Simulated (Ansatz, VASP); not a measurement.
**As in VASP and in Ansatz**

The input INCAR:

```
SYSTEM = As
ALGO = Normal
EDIFF = 1E-6
ENCUT = 520
ISIF = 2
ISMEAR = -1
LASPH = .TRUE.
LCHARG = .FALSE.
LREAL = .FALSE.
LWAVE = .FALSE.
NBANDS = 18
NELM = 80
PREC = Accurate
SIGMA = 0.05
```

The input KPOINTS:

```
k-points
0
G
  8 8 6
  0 0 0
```

The input POSCAR:

```
As
1.0
    1.8250000000     -5.5000000000      0.0000000000
    1.8250000000      5.5000000000      0.0000000000
    0.0000000000      0.0000000000      4.4700000000
As
4
Direct
    0.3900000000      0.6100000000      0.5600000000
    0.8900000000      0.1100000000      0.9400000000
    0.6100000000      0.3900000000      0.4400000000
    0.1100000000      0.8900000000      0.0600000000
```

The input input.yaml:

```yaml
crystal:
  lattice:
    - [1.825, -5.5, 0.0]
    - [1.825, 5.5, 0.0]
    - [0.0, 0.0, 4.47]
  atoms:
    - { symbol: As, position: [0.39, 0.61, 0.56] }
    - { symbol: As, position: [0.89, 0.11, 0.94] }
    - { symbol: As, position: [0.61, 0.39, 0.44] }
    - { symbol: As, position: [0.11, 0.89, 0.06] }
kpoints:
  mp_grid: { grid: [8, 8, 6] }
  band_path:
    path:
      - [0.0, 0.0, 0.0]
      - [0.2775258264, 0.2775258264, 0.0]
      - [0.0, 0.5, 0.0]
      - [0.0, 0.5, 0.5]
      - [0.2775258264, 0.2775258264, 0.5]
      - [0.0, 0.0, 0.5]
      - [0.0, 0.0, 0.0]
      - [-0.5, 0.5, 0.0]
    npoints: 6
scf:
  occupations: { method: fermi_dirac, width: 0.05 }
hamiltonian:
  xc: lda
  pseudopotentials: { kind: all_electron, lapw: { basis_error: 0.002 } }
output:
  forces: true
  stress: true
  eigenvalues: true
```

Alike in both runs: functional LDA; k mesh 8 × 8 × 6; occupations fermi-dirac, width 0.05 eV; no spin polarisation.

|  | VASP | Ansatz |
| --- | --- | --- |
| version | VASP 6.6.1 | Ansatz 0.2.0 |
| potentials or method | VASP PAW LDA potentials, release 64 (As), cutoff 520 eV | all-electron LAPW, scalar-relativistic |
| task | single point | band structure |

|  | VASP | Ansatz | Ansatz less VASP |
| --- | --- | --- | --- |
| pressure (GPa) | -1.5 | -1.9 | -0.40 |
| traceless stress, the component that is largest in VASP (GPa) | -0.95 | -0.92 | +0.031 |
| rms of the force components (eV/Å) | 0.081 | 0.111 | +0.0297 |

LDA's correlation is that of Perdew and Zunger in VASP and of Perdew and Wang (1992) in Ansatz. Atom by atom the forces differ by 0.045 eV/Å (rms over components). Ansatz ran all-electron here, and VASP with PAW potentials.
